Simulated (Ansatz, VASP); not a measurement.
## Sn4Se in VASP and in Ansatz

```
CELL_PARAMETERS angstrom
0.00000 4.13428 4.13428
4.13428 0.00000 4.13428
4.13428 4.13428 0.00000
ATOMIC_POSITIONS crystal
Sn 0.84303 0.84303 0.84303
Sn 0.84303 0.84303 0.47091
Sn 0.84303 0.47091 0.84303
Sn 0.47091 0.84303 0.84303
Se 0.25000 0.25000 0.25000
```

Alike in both runs: task relaxation of cell and atoms; functional PBE; k mesh 4 × 4 × 4; occupations gaussian, width 0.1 eV; no spin polarisation.

|  | VASP | Ansatz |
| --- | --- | --- |
| version | VASP 6.6.1 | Ansatz 0.2.0 |
| potentials or method | VASP PAW PBE potentials, release 64 (Sn_d, Se), cutoff 600 eV | scalar-relativistic, plane waves, PAW |
| valence electrons in the cell | 62 | 72 |

VASP gave:

```
gap on the k mesh at the Fermi level, each at its own relaxed structure (eV) : none
relaxed volume (Å³/atom)                                                     : 33.39
relaxed length of the cell vector where the two differ most in proportion (Å)              : 6.181
```

Q: Which values does Ansatz return?

A: gap on the k mesh at the Fermi level, each at its own relaxed structure (eV): none; relaxed volume (Å³/atom): 33.50; relaxed length of the cell vector where the two differ most in proportion (Å): 6.188.

A gap of «none» marks a metal or a gap that the smearing closes. VASP's potentials hold 62 valence electrons a cell and Ansatz's 72, so a difference there can come from the potentials and not from the codes.

Noted on VASP's run: the volume moved by over 15 % at a fixed basis, so the end points are rough.
